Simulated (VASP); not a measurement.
## Se: single point with PBE-based screened hybrid with 25 % exact exchange

The system is Se.

```
Se
1.0
     4.35517    0.00000    0.00000
    -2.17759    3.77169    0.00000
     0.00000    0.00000    4.94945
Se
3
Direct
  0.78300 0.78300 0.50000
  0.00000 0.21700 0.83333
  0.21700 0.00000 0.16667
```

```json
{
 "Program": "VASP 6.6.1",
 "Task": "single point",
 "Functional": "PBE-based screened hybrid with 25 % exact exchange",
 "Potentials or basis": "VASP PAW PBE potentials, release 64 (Se)",
 "Cutoff": "520 eV",
 "k mesh": "4 × 4 × 3",
 "Occupations": "fermi-dirac, width 0.05 eV",
 "Spin": "no spin polarisation"
}
```

```json
{"Pressure": "4.2 GPa", "Largest force": "0.804 eV/Å", "Band gap on the k mesh": "2.04 eV (least direct gap 2.32 eV)"}
```

Forces in eV/Å, atoms in the order of the input:
```
Se  -0.402 -0.696  0.000
Se  -0.402  0.696  0.000
Se   0.804  0.000  0.000
```

Stress tensor (GPa, compression positive):
```
3.82 0.00 0.00
0.00 3.82 0.00
0.00 0.00 4.92
```

Levels at points of the mesh, in eV from the valence-band top:
```csv
k point,band 5,band 6,band 7,band 8,band 9,band 10,band 11,band 12,band 13,band 14
"(0.00, 0.00, 0.00)",-3.79,-3.57,-1.99,-1.99,-0.14,2.71,2.71,3.10,6.72,7.03
"(0.50, 0.00, 0.00)",-4.67,-3.26,-2.72,-1.70,-0.80,2.70,3.26,5.03,6.02,8.31
```

It took 9.1 min on 1 thread of AMD EPYC 7R13 Processor (Zen 3), with other jobs on the host, peak memory 0.26 GiB.

Caveat: the k points lie up to 0.42 Å⁻¹ apart; the PAW data sets were made with another functional, which shifts forces and pressure a little. A k mesh can miss the band edges.
